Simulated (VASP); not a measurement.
Write the native input for VASP 6.6.1 that does the following.

```
Task                   : single point
Functional             : PBE
Potentials or basis    : VASP PAW PBE potentials, release 64 (P, C)
Cutoff                 : 520 eV
k mesh                 : 4 × 4 × 6
Occupations            : gaussian, width 0.1 eV
Spin                   : no spin polarisation
Dipole correction      : no
Further INCAR settings : ALGO = Normal; EDIFF = 1e-07; NBANDS = 20
```

The structure of P4C lies in POSCAR:

```
P4C
1.0
    3.5467414700     -3.7243247100      0.0000000000
    3.5467414700      3.7243247100      0.0000000000
    0.0000000000      0.0000000000      3.1848655800
P C
4 1
Direct
    0.8105999900      0.1894000100      0.5000000000
    0.1894000100      0.8105999900      0.5000000000
    0.2852000000      0.2852000000      0.0000000000
    0.7148000000      0.7148000000      0.0000000000
    0.0000000000      0.0000000000      0.0000000000
```

The cell was generated, and may not be a known phase.

These files were run (other wordings do the same):

INCAR

```
PREC = Accurate
ENCUT = 520
EDIFF = 1E-7
ISMEAR = 0
SIGMA = 0.1
LREAL = F
LASPH = T
NELM = 60
ALGO = Normal
ISIF = 2
LWAVE = F
LCHARG = T
GGA = PE
LELF = T
LVHAR = T
NBANDS = 20
```

KPOINTS

```
regular mesh
0
Gamma
  4 4 6
```

Potentials or basis: VASP PAW PBE potentials, release 64 (P, C).

The run is started by

```console
$ cat potpaw_PBE.64/P/POTCAR potpaw_PBE.64/C/POTCAR > POTCAR
$ mpirun -np 1 vasp_std > vasp.out
```

It gave:

The pressure is -10.7 GPa. The largest force is 0.501 eV/Å. The band gap on the k mesh is zero (bands 12 and 13 overlap by 2.71 eV).

Caveat: the stress differs along the axes, from -15 to -6 GPa.

It took 25 s on 1 thread of AMD EPYC 9R45 96-Core Processor (Zen 5) (shared host), peak memory 0.17 GiB.
